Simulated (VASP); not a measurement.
# WS2 in VASP: single point with PBE

Aim: the single point of WS2 with PBE.

Program: VASP 6.6.1. These are calculated values, not measurements. Logs are shortened: lines on timing, memory, paths and dates and some standing lists are left out, and cuts for length are marked.

## (1) The cell of the first run

The cell holds a slab with vacuum, 6 atoms: a = 3.183 Å, b = 3.183 Å, c = 23.669 Å, α = 90.00°, β = 90.00°, γ = 120.00°.

## (2) Single point, PBE

The input, INCAR:

```
ALGO     = Normal         # electronic algorithm
EDIFF    = 1E-6           # SCF threshold, eV
ENCUT    = 500            # plane-wave cutoff, eV
GGA      = PE             # functional
GGA_COMPAT= False        
ISIF     = 2              # what is computed and relaxed
ISMEAR   = 0              # smearing method
LASPH    = True           # aspherical terms in the spheres
LCHARG   = True           # write CHGCAR
LELF     = True           # ELF
LREAL    = False          # projectors in reciprocal space
LVHAR    = True         
LWAVE    = False          # write WAVECAR
NBANDS   = 35             # bands
NELM     = 120            # most SCF steps
PREC     = Accurate       # precision mode
SIGMA    = 0.1            # smearing width, eV
```

The input, KPOINTS:

```
k-points
0
Gamma
  6 6 1
```

The input, POSCAR:

```
WS2
1.0
    3.1832085602      0.0000000000      0.0000000000
   -1.5916042801      2.7567394786      0.0000000000
    0.0000000000      0.0000000000     23.6687632500
W S
2 4
Direct
    0.3333333300      0.6666666700      0.6373175400
    0.6666666700      0.3333333300      0.3626824600
    0.3333333300      0.6666666700      0.2968161100
    0.6666666700      0.3333333300      0.5714418300
    0.3333333300      0.6666666700      0.4285581700
    0.6666666700      0.3333333300      0.7031838900
```

Potentials or basis: VASP PAW PBE potentials, release 64 (W_sv, S).

Started as:

```bash
$ cat potpaw_PBE.64/W_sv/POTCAR potpaw_PBE.64/S/POTCAR > POTCAR
$ mpirun -np 1 vasp_std > vasp.out
```

OUTCAR:

```text
EDIFF = 1E-6
   ENCUT = 500
   GGA = PE
   ISIF = 2
   ISMEAR = 0
   LASPH = True
   LREAL = False
   NELM = 120
   PREC = Accurate

 ion  position               nearest neighbor table
   1  0.333  0.667  0.637-   6 2.41   6 2.41   6 2.41   4 2.41   4 2.41   4 2.41
   2  0.667  0.333  0.363-   3 2.41   3 2.41   3 2.41   5 2.41   5 2.41   5 2.41
   3  0.333  0.667  0.297-   2 2.41   2 2.41   2 2.41
   4  0.667  0.333  0.571-   1 2.41   1 2.41   1 2.41
   5  0.333  0.667  0.429-   2 2.41   2 2.41   2 2.41
   6  0.667  0.333  0.703-   1 2.41   1 2.41   1 2.41

  LATTYP: Found a hexagonal cell.
 ALAT       =     3.1832085602
 C/A-ratio  =     7.4355050266

  Lattice vectors:

 A1 = (   3.1832085602,   0.0000000000,   0.0000000000)
 A2 = (  -1.5916042801,   2.7567394786,   0.0000000000)
 A3 = (   0.0000000000,   0.0000000000,  23.6687632500)

Analysis of symmetry for initial positions (statically):
=====================================================================
 Subroutine PRICEL returns:
 Original cell was already a primitive cell.

 Routine SETGRP: Setting up the symmetry group for a
 hexagonal supercell.

 Subroutine GETGRP returns: Found 12 space group operations
 (whereof 12 operations were pure point group operations)
 out of a pool of 24 trial point group operations.

The static configuration has the point symmetry D_3d.

Analysis of symmetry for dynamics (positions and initial velocities):
=====================================================================
 Subroutine PRICEL returns:
 Original cell was already a primitive cell.

 Routine SETGRP: Setting up the symmetry group for a
 hexagonal supercell.

 Subroutine GETGRP returns: Found 12 space group operations
 (whereof 12 operations were pure point group operations)
 out of a pool of 24 trial point group operations.

The dynamic configuration has the point symmetry D_3d.

 Subroutine INISYM returns: Found 12 space group operations
 (whereof 12 operations are pure point group operations),
 and found     1 'primitive' translations

----------------------------------------------------------------------------------------

                                     Primitive cell

  volume of cell :     207.6999

  direct lattice vectors                    reciprocal lattice vectors
     3.183208560  0.000000000  0.000000000     0.314148439  0.181373686  0.000000000
    -1.591604280  2.756739479  0.000000000     0.000000000  0.362747372  0.000000000
     0.000000000  0.000000000 23.668763250     0.000000000  0.000000000  0.042249778

  length of vectors
     3.183208560  3.183208560 23.668763250     0.362747372  0.362747372  0.042249778

  position of ions in fractional coordinates (direct lattice)
     0.333333330  0.666666670  0.637317540
     0.666666670  0.333333330  0.362682460
     0.333333330  0.666666670  0.296816110
     0.666666670  0.333333330  0.571441830
     0.333333330  0.666666670  0.428558170
     0.666666670  0.333333330  0.703183890

  ion indices of the primitive-cell ions
   primitive index   ion index
                 1           1
                 2           2
                 3           3
                 4           4
                 5           5
                 6           6

----------------------------------------------------------------------------------------

 KPOINTS: k-points

Automatic generation of k-mesh.
 Grid dimensions read from file:
 generate k-points for:    6    6    1

 Generating k-lattice:

  Cartesian coordinates                     Fractional coordinates (reciprocal lattice)
     0.052358073  0.030228948  0.000000000     0.166666667  0.000000000  0.000000000
     0.000000000  0.060457895  0.000000000     0.000000000  0.166666667  0.000000000
     0.000000000  0.000000000  0.042249778     0.000000000  0.000000000  1.000000000

  Length of vectors
     0.060457895  0.060457895  0.042249778

  Shift w.r.t. Gamma in fractional coordinates (k-lattice)
     0.000000000  0.000000000  0.000000000

 Subroutine IBZKPT returns following result:
 ===========================================

 Found      7 irreducible k-points:

 Following reciprocal coordinates:
            Coordinates               Weight
  0.000000  0.000000  0.000000      1.000000
  0.166667 -0.000000  0.000000      6.000000
  0.333333 -0.000000  0.000000      6.000000
  0.500000 -0.000000  0.000000      3.000000
  0.166667  0.166667  0.000000      6.000000
  0.333333  0.166667  0.000000     12.000000
  0.333333  0.333333  0.000000      2.000000
   k-points           NKPTS =      7   k-points in BZ     NKDIM =      7   number of bands    NBANDS=     35
   number of dos      NEDOS =    301   number of ions     NIONS =      6
   total plane-waves  NPLWV = 103680
   dimension x,y,z NGX =    24 NGY =   24 NGZ =  180
   dimension x,y,z NGXF=    48 NGYF=   48 NGZF=  360
   ions per type =               2   4
   NGX,Y,Z   is equivalent  to a cutoff of  12.53, 12.53, 12.64 a.u.
   NGXF,Y,Z  is equivalent  to a cutoff of  25.07, 25.07, 25.29 a.u.
 SYSTEM =  unknown system
   PREC   = accura    normal or accurate (medium, high low for compatibility)
   ISTART =      0    job   : 0-new  1-cont  2-samecut
   ICHARG =      2    charge: 1-file 2-atom 10-const
   ISPIN  =      1    spin polarized calculation?
   LNONCOLLINEAR =      F non collinear calculations
   LSORBIT =      F    spin-orbit coupling
   LASPH  =      T    aspherical Exc in radial PAW
   ENCUT  =  500.0 eV  36.75 Ry    6.06 a.u.   5.80  5.80 43.15*2*pi/ulx,y,z
   NELM   =    120;   NELMIN=  2; NELMDL= -5     # of ELM steps
   EDIFF  = 0.1E-05   stopping-criterion for ELM
   LREAL  =      F    real-space projection
   EDIFFG = 0.1E-04   stopping-criterion for IOM
   NSW    =      0    number of steps for IOM
   IBRION =     -1    ionic relax: 0-MD 1-quasi-New 2-CG
   NFREE  =      0    steps in history (QN), initial steepest desc. (CG)
   ISIF   =      2    stress and relaxation
   ISYM   =      2    0-nonsym 1-usesym 2-fastsym
   POTIM  = 0.5000    time-step for ionic-motion
   TEBEG  =    0.0;   TEEND  =   0.0 temperature during run
   PSTRESS=    0.0 pullay stress
   NELECT =      52.0000    total number of electrons
   NUPDOWN=      -1.0000    fix difference up-down
   EMIN   =  10.00;   EMAX   =-10.00  energy-range for DOS
   EFERMI =   0.00;   METHOD = LEGACY
   ISMEAR =     0;   SIGMA  =   0.10  broadening in eV -4-tet -1-fermi 0-gaus
   EFERMI_NEDOS =   21; number of points for ismear=-14 and -15
   IALGO  =     38    algorithm
   IMIX   =      4    mixing-type and parameters
     AMIX     =   0.40;   BMIX     =  1.00
     AMIX_MAG =   1.60;   BMIX_MAG =  1.00
  volume/ion in A,a.u.               =      34.62       233.60
  Fermi-wavevector in a.u.,A,eV,Ry     =   1.031804  1.949827 14.485024  1.064619
  Thomas-Fermi vector in A             =   2.165970
   LORBIT       =      0    0 simple, 1 ext, 2 COOP (PROOUT), +10 PAW based schemes
   GGA     = PE    functional components
   LHFCALC =     F    Hartree Fock is set to
   AEXX    =    0.0000 exact exchange contribution
   IVDW    =     0    specifies the selected vdW correction
   LEPSILON=     F    determine dielectric tensor
   LRPA    =     F    only Hartree local field effects (RPA)
 non-spin polarized calculation
 Gauss-broadening in eV      SIGMA  =   0.10
  energy-cutoff  :      500.00
  volume of cell :      207.70
 maximum number of plane-waves:      5284
 NGX is ok and might be reduce to    24
   NGX = 11   NGY = 11   NGZ = 87

 number of electron      52.0000000 magnetization

 Free energy of the ion-electron system (eV)
  ---------------------------------------------------
  ext. energy  EPLUGINS =         0.00000000
  ---------------------------------------------------
  free energy    TOTEN  =       -47.32606081 eV

  energy without entropy =      -47.32606081  energy(sigma->0) =      -47.32606081

 E-fermi :   1.5101     XC(G=0):  -6.1297

 val. band max:        1.0374098406   @ k =   0.0000   0.0000   0.0000
 cond. band min:       2.5202738141   @ k =   0.3333   0.3333   0.0000
 fundamental gap:      1.4828639735
 Fermi energy:         1.5101068383

 k-point     1 :       0.0000    0.0000    0.0000
  band No.  band energies     occupation
      1     -73.2863      2.00000
      2     -73.2863      2.00000
      3     -37.5269      2.00000
      4     -37.5269      2.00000
      5     -37.3774      2.00000
      6     -37.3774      2.00000
[... 27 lines left out ...]
     34       3.8206      0.00000
     35       5.7572      0.00000

 k-point     2 :       0.1667   -0.0000    0.0000
  band No.  band energies     occupation
      1     -73.2821      2.00000
      2     -73.2821      2.00000
      3     -37.5115      2.00000
      4     -37.5115      2.00000
      5     -37.4620      2.00000
      6     -37.4620      2.00000
[... 27 lines left out ...]
     34       4.3474      0.00000
     35       6.4859      0.00000

 k-point     3 :       0.3333   -0.0000    0.0000
  band No.  band energies     occupation
      1     -73.2738      2.00000
      2     -73.2738      2.00000
      3     -37.6278      2.00000
      4     -37.6278      2.00000
      5     -37.4808      2.00000
      6     -37.4808      2.00000
[... 27 lines left out ...]
     34       5.2769      0.00000
     35       7.2922      0.00000

 k-point     4 :       0.5000   -0.0000    0.0000
  band No.  band energies     occupation
      1     -73.2696      2.00000
      2     -73.2696      2.00000
      3     -37.7089      2.00000
      4     -37.7089      2.00000
      5     -37.4654      2.00000
      6     -37.4653      2.00000
[... 27 lines left out ...]
     34       5.5594      0.00000
     35       5.7514      0.00000

 k-point     5 :       0.1667    0.1667    0.0000
  band No.  band energies     occupation
      1     -73.2759      2.00000
      2     -73.2759      2.00000
      3     -37.5712      2.00000
      4     -37.5712      2.00000
      5     -37.4885      2.00000
      6     -37.4885      2.00000
[... 27 lines left out ...]
     34       5.4093      0.00000
     35       7.5055      0.00000

 k-point     6 :       0.3333    0.1667    0.0000
  band No.  band energies     occupation
      1     -73.2696      2.00000
      2     -73.2696      2.00000
      3     -37.6675      2.00000
      4     -37.6675      2.00000
      5     -37.4987      2.00000
      6     -37.4987      2.00000
[... 27 lines left out ...]
     34       5.7621      0.00000
     35       6.9389      0.00000

 k-point     7 :       0.3333    0.3333    0.0000
  band No.  band energies     occupation
      1     -73.2675      2.00000
      2     -73.2675      2.00000
      3     -37.6258      2.00000
      4     -37.6258      2.00000
      5     -37.5922      2.00000
      6     -37.5922      2.00000
[... 27 lines left out ...]
     34       6.2640      0.00000
     35       7.5019      0.00000

------------------------ aborting loop because EDIFF is reached ----------------------------------------

  FORCE on cell =-STRESS in cart. coord.  units (eV):
  Direction    XX          YY          ZZ          XY          YZ          ZX
  --------------------------------------------------------------------------------------
  -------------------------------------------------------------------------------------
  Total        0.8998967      0.8998967      1.9094700      0.0000000      0.0000000      0.0000000
  in kB        6.9417159      6.9417159     14.7294674      0.0000000      0.0000000      0.0000000
  external PRESSURE =       9.5376331 kB  Pullay stress =       0.0000000 kB

 VOLUME and BASIS-vectors are now :
 -----------------------------------------------------------------------------
  energy-cutoff  :      500.00
  volume of cell :      207.70
      direct lattice vectors                 reciprocal lattice vectors
     3.183208560  0.000000000  0.000000000     0.314148439  0.181373686  0.000000000
    -1.591604280  2.756739479  0.000000000     0.000000000  0.362747372  0.000000000
     0.000000000  0.000000000 23.668763250     0.000000000  0.000000000  0.042249778

 POSITION                                       TOTAL-FORCE (eV/Angst)
 -----------------------------------------------------------------------------------
     -0.00000      1.83783     15.08452         0.000000      0.000000      0.012170
      1.59160      0.91891      8.58425        -0.000000     -0.000000     -0.012170
     -0.00000      1.83783      7.02527        -0.000000      0.000000     -0.279237
      1.59160      0.91891     13.52532         0.000000     -0.000000     -0.234397
     -0.00000      1.83783     10.14344        -0.000000      0.000000      0.234397
      1.59160      0.91891     16.64349        -0.000000      0.000000      0.279237
 -----------------------------------------------------------------------------------
    total drift:                                0.000000     -0.000000      0.000000

  FREE ENERGIE OF THE ION-ELECTRON SYSTEM (eV)
  ---------------------------------------------------
  free  energy   TOTEN  =       -47.3260608093 eV

  energy  without entropy=      -47.3260608093  energy(sigma->0) =      -47.32606081
```

Wall time 2.1 min (1 thread of AMD EPYC 7R13, shared host); peak memory 0.28 GiB.

What came out:

```
Free energy            : -47.3261 eV
Largest force          : 0.279 eV/Å
Band gap on the k mesh : 1.48 eV, indirect (least direct gap 1.77 eV)
```

Forces on the atoms (eV/Å):
```
W    0.000  0.000  0.012
W    0.000  0.000 -0.012
S    0.000  0.000 -0.279
S    0.000  0.000 -0.234
S    0.000  0.000  0.234
S    0.000  0.000  0.279
```

Levels at points of the mesh, in eV from the valence-band top:
| k point | band 23 | band 24 | band 25 | band 26 | band 27 | band 28 | band 29 | band 30 |
| --- | --- | --- | --- | --- | --- | --- | --- | --- |
| (0.00, 0.00, 0.00) | -1.97 | -1.97 | -0.48 | 0.00 | 2.58 | 2.58 | 2.58 | 2.58 |
| (0.50, 0.00, 0.00) | -1.64 | -1.59 | -1.26 | -1.22 | 2.53 | 2.54 | 2.96 | 3.04 |

Caveat: spin-orbit coupling is left out, which moves the levels of the heavy elements.
